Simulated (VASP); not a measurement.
# Li (Cmcm) in VASP: single point with LDA

Aim: the single point of Li with LDA.

Everything below comes from runs of VASP 6.6.1. Logs are shortened: lines on timing, memory, paths and dates and some standing lists are left out, and cuts for length are marked.

**1. The cell of the first run**

The structure is orthorhombic, space group Cmcm (No. 63). Conventional cell: a = 9.371 Å, b = 5.372 Å, c = 5.052 Å, α = 90.00°, β = 90.00°, γ = 90.00°. Li (site symmetry m2m) has 2 Li at 3.10 Å within 4.1 Å.

**2. Single point, LDA**

Contents of INCAR:

```
ALGO = Normal ; EDIFF = 1E-6
ENCUT = 520 ; GGA = CA
ISIF = 2 ; ISMEAR = 1
LASPH = True ; LCHARG = False
LREAL = False ; LWAVE = False
NBANDS = 10 ; NELM = 60
PREC = Accurate ; SIGMA = 0.1
```

Contents of KPOINTS:

```
k-points
0
Gamma
  5 5 5
```

Contents of POSCAR:

```
Li
1.0
    4.6854230000     -2.6858800000      0.0000000000
    4.6854230000      2.6858800000      0.0000000000
    0.0000000000      0.0000000000      5.0523320000
Li
2
Direct
    0.6671580000      0.3328420000      0.7500000000
    0.3328420000      0.6671580000      0.2500000000
```

Potentials or basis: VASP PAW LDA potentials, release 64 (Li_sv).

Command:

```sh
$ cat potpaw_LDA.64/Li_sv/POTCAR > POTCAR
$ mpirun -np 1 vasp_std > vasp.out
```

OUTCAR:

```text
EDIFF = 1E-6
   ENCUT = 520
   GGA = CA
   ISIF = 2
   ISMEAR = 1
   LASPH = True
   LREAL = False
   NELM = 60
   PREC = Accurate

 ion  position               nearest neighbor table
   1  0.667  0.333  0.750-
   2  0.333  0.667  0.250-

  LATTYP: Found a base centered orthorhombic cell.
 ALAT       =     5.3717600000
 B/A-ratio  =     1.7444647564
 C/A-ratio  =     0.9405356904

  Lattice vectors:

 A1 = (  -4.6854230000,  -2.6858800000,   0.0000000000)
 A2 = (   4.6854230000,  -2.6858800000,   0.0000000000)
 A3 = (   0.0000000000,   0.0000000000,   5.0523320000)

Analysis of symmetry for initial positions (statically):
=====================================================================
 Subroutine PRICEL returns:
 Original cell was already a primitive cell.

 Routine SETGRP: Setting up the symmetry group for a
 base centered orthorhombic supercell.

 Subroutine GETGRP returns: Found  8 space group operations
 (whereof  4 operations were pure point group operations)
 out of a pool of  8 trial point group operations.

The static configuration has the point symmetry C_2h.
 The point group associated with its full space group is D_2h.

Analysis of symmetry for dynamics (positions and initial velocities):
=====================================================================
 Subroutine PRICEL returns:
 Original cell was already a primitive cell.

 Routine SETGRP: Setting up the symmetry group for a
 base centered orthorhombic supercell.

 Subroutine GETGRP returns: Found  8 space group operations
 (whereof  4 operations were pure point group operations)
 out of a pool of  8 trial point group operations.

The dynamic configuration has the point symmetry C_2h.
 The point group associated with its full space group is D_2h.

 Subroutine INISYM returns: Found  8 space group operations
 (whereof  4 operations are pure point group operations),
 and found     1 'primitive' translations

----------------------------------------------------------------------------------------

                                     Primitive cell

  volume of cell :     127.1620

  direct lattice vectors                    reciprocal lattice vectors
     4.685423000 -2.685880000  0.000000000     0.106713951 -0.186158726  0.000000000
     4.685423000  2.685880000  0.000000000     0.106713951  0.186158726  0.000000000
     0.000000000  0.000000000  5.052332000     0.000000000  0.000000000  0.197928402

  length of vectors
     5.400661077  5.400661077  5.052332000     0.214576184  0.214576184  0.197928402

  position of ions in fractional coordinates (direct lattice)
     0.667158000  0.332842000  0.750000000
     0.332842000  0.667158000  0.250000000

  ion indices of the primitive-cell ions
   primitive index   ion index
                 1           1
                 2           2

----------------------------------------------------------------------------------------

 KPOINTS: k-points

Automatic generation of k-mesh.
 Grid dimensions read from file:
 generate k-points for:    5    5    5

 Generating k-lattice:

  Cartesian coordinates                     Fractional coordinates (reciprocal lattice)
     0.021342790 -0.037231745  0.000000000     0.200000000  0.000000000  0.000000000
     0.021342790  0.037231745  0.000000000     0.000000000  0.200000000  0.000000000
     0.000000000  0.000000000  0.039585680     0.000000000  0.000000000  0.200000000

  Length of vectors
     0.042915237  0.042915237  0.039585680

  Shift w.r.t. Gamma in fractional coordinates (k-lattice)
     0.000000000  0.000000000  0.000000000

 Subroutine IBZKPT returns following result:
 ===========================================

 Found     27 irreducible k-points:

 Following reciprocal coordinates:
            Coordinates               Weight
  0.000000  0.000000  0.000000      1.000000
  0.200000  0.000000  0.000000      4.000000
  0.400000  0.000000  0.000000      4.000000
  0.200000  0.200000  0.000000      2.000000
  0.400000  0.200000  0.000000      4.000000
 -0.400000  0.200000  0.000000      4.000000
[... 16 lines left out ...]
  0.400000  0.200000  0.400000      8.000000
 -0.400000  0.200000  0.400000      8.000000
 [... further k-points ...]
   k-points           NKPTS =     27   k-points in BZ     NKDIM =     27   number of bands    NBANDS=     10
   number of dos      NEDOS =    301   number of ions     NIONS =      2
   total plane-waves  NPLWV =  64000
   dimension x,y,z NGX =    40 NGY =   40 NGZ =   40
   dimension x,y,z NGXF=    80 NGYF=   80 NGZF=   80
   ions per type =               2
   NGX,Y,Z   is equivalent  to a cutoff of  12.31, 12.31, 13.16 a.u.
   NGXF,Y,Z  is equivalent  to a cutoff of  24.63, 24.63, 26.32 a.u.
 SYSTEM =  unknown system
   PREC   = accura    normal or accurate (medium, high low for compatibility)
   ISTART =      0    job   : 0-new  1-cont  2-samecut
   ICHARG =      2    charge: 1-file 2-atom 10-const
   ISPIN  =      1    spin polarized calculation?
   LNONCOLLINEAR =      F non collinear calculations
   LSORBIT =      F    spin-orbit coupling
   LASPH  =      T    aspherical Exc in radial PAW
   ENCUT  =  520.0 eV  38.22 Ry    6.18 a.u.  10.04 10.04  9.39*2*pi/ulx,y,z
   NELM   =     60;   NELMIN=  2; NELMDL= -5     # of ELM steps
   EDIFF  = 0.1E-05   stopping-criterion for ELM
   LREAL  =      F    real-space projection
   EDIFFG = 0.1E-04   stopping-criterion for IOM
   NSW    =      0    number of steps for IOM
   IBRION =     -1    ionic relax: 0-MD 1-quasi-New 2-CG
   NFREE  =      0    steps in history (QN), initial steepest desc. (CG)
   ISIF   =      2    stress and relaxation
   ISYM   =      2    0-nonsym 1-usesym 2-fastsym
   POTIM  = 0.5000    time-step for ionic-motion
   TEBEG  =    0.0;   TEEND  =   0.0 temperature during run
   PSTRESS=    0.0 pullay stress
   NELECT =       6.0000    total number of electrons
   NUPDOWN=      -1.0000    fix difference up-down
   EMIN   =  10.00;   EMAX   =-10.00  energy-range for DOS
   EFERMI =   0.00;   METHOD = LEGACY
   ISMEAR =     1;   SIGMA  =   0.10  broadening in eV -4-tet -1-fermi 0-gaus
   EFERMI_NEDOS =   21; number of points for ismear=-14 and -15
   IALGO  =     38    algorithm
   IMIX   =      4    mixing-type and parameters
     AMIX     =   0.40;   BMIX     =  1.00
     AMIX_MAG =   1.60;   BMIX_MAG =  1.00
  volume/ion in A,a.u.               =      63.58       429.07
  Fermi-wavevector in a.u.,A,eV,Ry     =   0.591570  1.117905  4.761428  0.349955
  Thomas-Fermi vector in A             =   1.640050
   LORBIT       =      0    0 simple, 1 ext, 2 COOP (PROOUT), +10 PAW based schemes
   GGA     = CA    functional components
   LHFCALC =     F    Hartree Fock is set to
   AEXX    =    0.0000 exact exchange contribution
   IVDW    =     0    specifies the selected vdW correction
   LEPSILON=     F    determine dielectric tensor
   LRPA    =     F    only Hartree local field effects (RPA)
 non-spin polarized calculation
 Methfessel and Paxton  Order N= 1 SIGMA  =   0.10
  energy-cutoff  :      520.00
  volume of cell :      127.16
 maximum number of plane-waves:      3444
   NGX = 21   NGY = 21   NGZ = 19

 number of electron       6.0000007 magnetization

 Free energy of the ion-electron system (eV)
  ---------------------------------------------------
  ext. energy  EPLUGINS =         0.00000000
  ---------------------------------------------------
  free energy    TOTEN  =        -2.44928992 eV

  energy without entropy =       -2.44730110  energy(sigma->0) =       -2.44862698

 E-fermi :  -1.4685     XC(G=0):  -4.6723

 val. band max:       -1.5406037573   @ k =  -0.4000   0.2000   0.0000
 cond. band min:      -1.4578604578   @ k =  -0.4000   0.4000   0.4000
 fundamental gap:      0.0827432995
 Fermi energy:        -1.4684575023

 k-point     1 :       0.0000    0.0000    0.0000
  band No.  band energies     occupation
      1     -48.8628      2.00000
      2     -48.8576      2.00000
      3      -3.4428      2.00000
      4       0.6706      0.00000
      5       1.3693      0.00000
      6       1.6620      0.00000
      7       2.4285      0.00000
      8       2.7796      0.00000
      9       3.2187      0.00000
     10       3.8184      0.00000

 k-point     2 :       0.2000    0.0000    0.0000
  band No.  band energies     occupation
      1     -48.8628      2.00000
      2     -48.8576      2.00000
      3      -3.2064      2.00000
      4       0.1901     -0.00000
      5       0.8665      0.00000
      6       1.2852      0.00000
      7       2.2762      0.00000
      8       2.9520      0.00000
      9       3.4857      0.00000
     10       4.5499      0.00000

 k-point     3 :       0.4000    0.0000    0.0000
  band No.  band energies     occupation
      1     -48.8628      2.00000
      2     -48.8577      2.00000
      3      -2.5192      2.00000
      4      -1.2737     -0.01886
      5       0.8792      0.00000
      6       1.3186      0.00000
      7       1.7124      0.00000
      8       3.4301      0.00000
      9       3.6129      0.00000
     10       4.0951      0.00000

 k-point     4 :       0.2000    0.2000    0.0000
  band No.  band energies     occupation
      1     -48.8628      2.00000
      2     -48.8576      2.00000
      3      -3.2088      2.00000
      4       0.3437     -0.00000
      5       0.8225      0.00000
      6       1.1870      0.00000
      7       1.9314      0.00000
      8       2.9472      0.00000
      9       3.9278      0.00000
     10       4.5224      0.00000
[... 222 lines left out ...]
 k-point    22 :       0.2000    0.2000    0.4000
  band No.  band energies     occupation
      1     -48.8610      2.00000
      2     -48.8594      2.00000
      3      -2.4208      2.00000
      4      -1.4545      0.76640
      5       1.1149      0.00000
      6       1.9091      0.00000
      7       1.9420      0.00000
      8       2.4317      0.00000
      9       3.9989      0.00000
     10       4.0274      0.00000

 k-point    23 :       0.4000    0.2000    0.4000
  band No.  band energies     occupation
      1     -48.8610      2.00000
      2     -48.8594      2.00000
      3      -1.9864      2.00000
      4      -1.0701     -0.00000
      5       0.3485     -0.00000
      6       0.8046      0.00000
      7       1.3392      0.00000
      8       1.8270      0.00000
      9       4.2793      0.00000
     10       4.6177      0.00000

 k-point    24 :      -0.4000    0.2000    0.4000
  band No.  band energies     occupation
      1     -48.8610      2.00000
      2     -48.8594      2.00000
      3      -1.3874      0.01457
      4      -0.9257     -0.00000
      5      -0.1804     -0.00000
      6       0.4355     -0.00000
      7       0.5978      0.00000
      8       1.5736      0.00000
      9       4.3743      0.00000
     10       5.2644      0.00000

 [... further k-points ...]

------------------------ aborting loop because EDIFF is reached ----------------------------------------

  FORCE on cell =-STRESS in cart. coord.  units (eV):
  Direction    XX          YY          ZZ          XY          YZ          ZX
  --------------------------------------------------------------------------------------
  -------------------------------------------------------------------------------------
  Total       -1.1007454     -1.0768406     -1.0917940      0.0000000      0.0000000      0.0000000
  in kB      -13.8688412    -13.5676525    -13.7560581      0.0000000      0.0000000      0.0000000
  external PRESSURE =     -13.7308506 kB  Pullay stress =       0.0000000 kB

 VOLUME and BASIS-vectors are now :
 -----------------------------------------------------------------------------
  energy-cutoff  :      520.00
  volume of cell :      127.16
      direct lattice vectors                 reciprocal lattice vectors
     4.685423000 -2.685880000  0.000000000     0.106713951 -0.186158726  0.000000000
     4.685423000  2.685880000  0.000000000     0.106713951  0.186158726  0.000000000
     0.000000000  0.000000000  5.052332000     0.000000000  0.000000000  0.197928402

 POSITION                                       TOTAL-FORCE (eV/Angst)
 -----------------------------------------------------------------------------------
      4.68542     -0.89793      3.78925         0.000000     -0.207364     -0.000000
      4.68542      0.89793      1.26308         0.000000      0.207364      0.000000
 -----------------------------------------------------------------------------------
    total drift:                                0.000000      0.000000      0.000000

  FREE ENERGIE OF THE ION-ELECTRON SYSTEM (eV)
  ---------------------------------------------------
  free  energy   TOTEN  =        -2.4492899239 eV

  energy  without entropy=       -2.4473010991  energy(sigma->0) =       -2.44862698
```

Run time: 31 s. Hardware: 1 thread of Intel Xeon 8259CL, shared host; peak memory 0.19 GiB.

What came out:

```yaml
Free_energy: -2.4493 eV
Largest_force: 0.207 eV/Å
Band_gap_on_the_k_mesh: zero (band 3 reaches -1.39 eV, above the bottom of band 4 at -1.67 eV)
```

Forces on the atoms (eV/Å):
```
Li   0.000 -0.207  0.000
Li   0.000  0.207  0.000
```

Caveat: the cutoff is under 1.25 times the usual one of these potentials, so pressure, stress and relaxed cells hold a basis-set (Pulay) error.
